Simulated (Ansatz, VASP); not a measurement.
TaN: VASP beside Ansatz

```
Ta N
1.0
     0.00000    2.19349    2.19349
     2.19349    0.00000    2.19349
     2.19349    2.19349    0.00000
Ta N
1 1
Direct
  0.00000 0.00000 0.00000
  0.50000 0.50000 0.50000
```

Alike in both runs: functional r2SCAN; dispersion rVV10; k mesh 16 × 16 × 16; occupations gaussian, width 0.1 eV; no spin polarisation.

Ansatz relaxed the structure, and its values are those at the end. VASP's run is a single point on that final structure, the one shown.

```csv
,VASP,Ansatz
version,VASP 6.6.1,Ansatz 0.2.0
potentials or method,"VASP PAW PBE potentials, release 64 (Ta_pv, N), cutoff 660 eV","scalar-relativistic, plane waves, PAW"
valence electrons in the cell,16,18
```

|  | VASP | Ansatz | Ansatz less VASP |
| --- | --- | --- | --- |
| gap on the k mesh at the Fermi level (eV) | none | none | - |
| pressure (GPa) | 2.8 | 0.0 | -2.80 |

VASP's potentials were made for PBE, not for r2SCAN. A gap of «none» marks a metal or a gap that the smearing closes. VASP's potentials hold 16 valence electrons a cell and Ansatz's 18, so a difference there can come from the potentials and not from the codes.

Neither program's run includes spin-orbit coupling.
